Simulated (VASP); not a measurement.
Here is a VASP 6.6.1 calculation.

The input POSCAR:

```
LiF
1.0
    0.0000000000      2.1446105498      2.1446105498
    2.1446105498      0.0000000000      2.1446105498
    2.1446105498      2.1446105498      0.0000000000
Li F
1 1
Direct
    0.0000000000      0.0000000000      0.0000000000
    0.2500000000      0.2500000000      0.2500000000
```

Contents of INCAR.step1:

```
SYSTEM = LiF
  PREC = Accurate
  ENCUT = 520
  ISMEAR = 0
  SIGMA = 0.01
  LREAL = .False.
  LASPH = .True.
  NELM = 80
  NBANDS = 12
  GGA = PE
  ALGO = Normal
  EDIFF = 1E-4
  LWAVE = .True.
  LCHARG = .False.
```

INCAR.step2

```
SYSTEM = LiF
  PREC = Accurate
  ENCUT = 520
  EDIFF = 1E-6
  ISMEAR = 0
  SIGMA = 0.01
  LREAL = .False.
  LASPH = .True.
  NELM = 80
  ALGO = Normal
  ISIF = 2
  LWAVE = .False.
  LCHARG = .True.
  METAGGA = R2SCAN
  LMIXTAU = .True.
  LELF = .True.
  LVHAR = .True.
  NBANDS = 12
  ISTART = 1
```

File KPOINTS:

```
regular mesh
0
Gamma
  8 8 8
  0 0 0
```

Potentials or basis: VASP PAW PBE potentials, release 64 (Li_sv, F).

Run with:

```sh
$ cat potpaw_PBE.64/Li_sv/POTCAR potpaw_PBE.64/F/POTCAR > POTCAR
$ cp INCAR.step1 INCAR
$ mpirun -np 1 vasp_std > vasp.out
$ cp INCAR.step2 INCAR
$ mpirun -np 1 vasp_std > vasp.out
```

(1) Predict the band gap on the k mesh.

Answers

(1) 8.76 eV, direct.
